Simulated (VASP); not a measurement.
Te, 3 atoms in the cell. It takes space group P3_121 (No. 152, trigonal). Conventional cell: a = 4.394 Å, b = 4.394 Å, c = 5.844 Å, α = 90.00°, β = 90.00°, γ = 120.00°. Within 3.7 Å of Te (site symmetry 2) lie 6 Te at 2.83 to 3.42 Å. 

- Program: VASP 6.6.1
- Task: single point
- Functional: LDA
- Potentials or basis: VASP PAW LDA potentials, release 64 (Te)
- Cutoff: 520 eV
- k mesh: 7 × 7 × 5
- Occupations: fermi-dirac, width 0.05 eV
- Spin: no spin polarisation
- Dipole correction: no
- Further INCAR settings: ALGO = Normal; EDIFF = 1e-06; NBANDS = 16

Potentials or basis: VASP PAW LDA potentials, release 64 (Te).

The run is started by

```bash
$ cat potpaw_LDA.64/Te/POTCAR > POTCAR
$ mpirun -np 1 vasp_std > vasp.out
```

Hardware: 1 thread of AMD EPYC 7R13 Processor (Zen 3), on a shared host.

Task: How long does it take, and how much memory?

Result: Wall time 38 s on 1 thread of AMD EPYC 7R13 Processor (Zen 3), with other jobs on the host, peak memory 0.17 GiB. Counts: scf iterations 12, k points 32.
